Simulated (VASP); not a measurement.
Write the native input for VASP 6.6.1 that does the following.

* Task: single point
* Functional: LDA
* Potentials or basis: VASP PAW LDA potentials, release 64 (Ga_d, Sb)
* Cutoff: 500 eV
* k mesh: 8 × 8 × 8
* Occupations: fermi-dirac, width 0.1 eV
* Spin: no spin polarisation
* Dipole correction: no
* Further INCAR settings: ALGO = Normal; EDIFF = 1e-06; NBANDS = 16

The structure of GaSb lies in POSCAR:

```
GaSb
1.0
   -1.5295247011      2.6296552056      2.8442643211
    1.5295247011     -2.6296552056      2.8442643211
    1.5295247011      2.6296552056     -2.8442643211
Ga Sb
1 1
Direct
    0.0000000000      0.0000000000      0.0000000000
    0.5000000000      0.5000000000      0.0000000000
```

These files were run (other wordings do the same):

INCAR

```
SYSTEM = GaSb
PREC = Accurate
ENCUT = 500
EDIFF = 1E-6
ISMEAR = -1
SIGMA = 0.1
LREAL = .False.
LASPH = .True.
NELM = 120
ALGO = Normal
ISIF = 2
LWAVE = .False.
LCHARG = .False.
GGA = CA
NBANDS = 16
GGA_COMPAT = .False.
```

KPOINTS

```
regular mesh
0
Gamma
  8 8 8
  0 0 0
```

Potentials or basis: VASP PAW LDA potentials, release 64 (Ga_d, Sb).

The run is started by

```bash
$ cat potpaw_LDA.64/Ga_d/POTCAR potpaw_LDA.64/Sb/POTCAR > POTCAR
$ mpirun -np 1 vasp_std > vasp.out
```

Results of the run:

The pressure is -1.9 GPa and the band gap on the k mesh is zero (bands 9 and 10 overlap by 4.52 eV).

Caveat: spin-orbit coupling is left out, which moves the levels of the heavy elements.

It took 86 s on 1 thread of Intel Xeon 8259CL, on a shared host, peak memory 0.2 GiB.
